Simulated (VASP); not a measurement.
Write the native input for VASP 6.6.1 that does the following.

```
Task                   : single point
Functional             : PBEsol
Potentials or basis    : VASP PAW PBE potentials, release 64 (As, Se)
Cutoff                 : 520 eV
k mesh                 : 4 × 4 × 4
Occupations            : gaussian, width 0.01 eV
Spin                   : no spin polarisation
Dipole correction      : no
Further INCAR settings : ALGO = Normal; EDIFF = 1e-06; NBANDS = 25
```

The structure of As2Se lies in POSCAR:

```
As2Se
1.0
   -3.5294180000      3.5294180000      2.6535710000
    3.5294180000     -3.5294180000      2.6535710000
    3.5294180000      3.5294180000     -2.6535710000
As Se
4 2
Direct
    0.8750000000      0.1250000000      0.7500000000
    0.3750000000      0.1250000000      0.2500000000
    0.8750000000      0.6250000000      0.7500000000
    0.8750000000      0.1250000000      0.2500000000
    0.5000000000      0.5000000000      0.0000000000
    0.2500000000      0.7500000000      0.5000000000
```

One way to write it, as run:

INCAR

```
SYSTEM = As2Se
PREC = Accurate
ENCUT = 520
EDIFF = 1E-6
ISMEAR = 0
SIGMA = 0.01
LREAL = .FALSE.
LASPH = .TRUE.
NELM = 80
ALGO = Normal
ISIF = 2
LWAVE = .FALSE.
LCHARG = .FALSE.
GGA = PS
NBANDS = 25
```

KPOINTS

```
regular mesh
0
G
  4 4 4
  0 0 0
```

Potentials or basis: VASP PAW PBE potentials, release 64 (As, Se).

Run with:

```bash
$ cat potpaw_PBE.64/As/POTCAR potpaw_PBE.64/Se/POTCAR > POTCAR
$ mpirun -np 1 vasp_std > vasp.out
```

Results of the run:

| Item | Value |
| --- | --- |
| Pressure | -3.7 GPa |
| Band gap on the k mesh | zero (band 16 reaches 4.76 eV, above the bottom of band 17 at 4.58 eV) |

Caveat: the k points lie up to 0.37 Å⁻¹ apart; the PAW data sets were made with another functional, which shifts forces and pressure a little.

It took 20 s on 1 thread of Intel(R) Xeon(R) 6975P-C (Granite Rapids) (shared host), peak memory 0.25 GiB.
